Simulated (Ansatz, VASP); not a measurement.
# One calculation of K, two programs

```
K
1.0
     2.47924   -4.18924    0.00000
     2.47924    4.18924    0.00000
     0.00000    0.00000    8.24895
K
2
Direct
  0.80826 0.19174 0.25000
  0.19174 0.80826 0.75000
```

Alike in both runs: task single point; functional PBEsol; k mesh 10 × 10 × 6; occupations gaussian, width 0.1 eV; no spin polarisation.

|  | VASP | Ansatz |
| --- | --- | --- |
| version | VASP 6.6.1 | Ansatz 0.2.0 |
| potentials or method | VASP PAW PBE potentials, release 64 (K_sv), cutoff 520 eV | scalar-relativistic, plane waves, PAW |
| valence electrons in the cell | 18 | 18 |

```tsv
	VASP	Ansatz	Ansatz less VASP
gap on the k mesh at the Fermi level (eV)	none	none	-
pressure (GPa)	-0.5	-0.5	+0.01
traceless stress, the component that is largest in VASP (GPa)	-0.09	-0.09	0.000
rms of the force components (eV/Å)	0.006	0.006	-0.0001
```

VASP's potentials were made for PBE, not for PBEsol. Atom by atom the forces differ by 0.000 eV/Å (rms over components). A gap of «none» marks a metal or a gap that the smearing closes.
